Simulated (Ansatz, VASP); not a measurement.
**One calculation of SnO2, two programs**

File INCAR:

```
PREC = Accurate ; ENCUT = 520
EDIFF = 1E-7 ; ISMEAR = 0
SIGMA = 0.05 ; LREAL = F
LASPH = T ; NELM = 100
ALGO = Normal ; ISIF = 2
LWAVE = F ; LCHARG = F
GGA = PS ; NBANDS = 35
```

Contents of KPOINTS:

```
Automatic mesh
0
Gamma
  6 6 8
```

Contents of POSCAR:

```
SnO2
1.0
    4.7687243422      0.0000000000      0.0000000000
    0.0000000000      4.7687243422      0.0000000000
    0.0000000000      0.0000000000      3.2113691866
Sn O
2 4
Direct
    0.0000000000      0.0000000000      0.0000000000
    0.5000000000      0.5000000000      0.5000000000
    0.3062980674      0.3062980674      0.0000000000
    0.1937019326      0.8062980674      0.5000000000
    0.6937019326      0.6937019326      0.0000000000
    0.8062980674      0.1937019326      0.5000000000
```

Input for Ansatz:

```yaml
crystal:
  lattice:
    - [4.7687243422, 0.0, 0.0]
    - [0.0, 4.7687243422, 0.0]
    - [0.0, 0.0, 3.2113691866]
  atoms:
    - { symbol: Sn, position: [0.0, 0.0, 0.0] }
    - { symbol: Sn, position: [0.5, 0.5, 0.5] }
    - { symbol: O, position: [0.3062980674, 0.3062980674, 0.0] }
    - { symbol: O, position: [0.1937019326, 0.8062980674, 0.5] }
    - { symbol: O, position: [0.6937019326, 0.6937019326, 0.0] }
    - { symbol: O, position: [0.8062980674, 0.1937019326, 0.5] }
basis:
  ecutwfc: 520.0
kpoints:
  mp_grid: { grid: [6, 6, 8] }
hamiltonian:
  xc: pbesol
  pseudopotentials: { kind: paw, azcp: { folder: soft_1 } }
scf:
  occupations: { method: gaussian, width: 0.05 }
output:
  forces: true
  stress: true
  eigenvalues: true
  write_density: true
  write_potential: true
  elf: true
  volumetric_format: npy
```

Alike in both runs: task single point; functional PBEsol; k mesh 6 × 6 × 8; occupations gaussian, width 0.05 eV; no spin polarisation.

```csv
,VASP,Ansatz
version,VASP 6.6.1,Ansatz 0.2.0
potentials or method,"VASP PAW PBE potentials, release 64 (Sn_d, O), cutoff 520 eV","scalar-relativistic, plane waves, PAW"
valence electrons in the cell,52,52
```

```tsv
	VASP	Ansatz	Ansatz less VASP
gap on the k mesh at the Fermi level (eV)	0.92	0.92	+0.006
least direct gap on the mesh (eV)	0.92	0.92	+0.006
pressure (GPa)	0.7	0.0	-0.74
traceless stress, the component that is largest in VASP (GPa)	0.25	0.00	-0.247
rms of the force components (eV/Å)	0.010	0.000	-0.0094
```

VASP's potentials were made for PBE, not for PBEsol, and Ansatz warns of the same on its side. Atom by atom the forces differ by 0.010 eV/Å (rms over components).
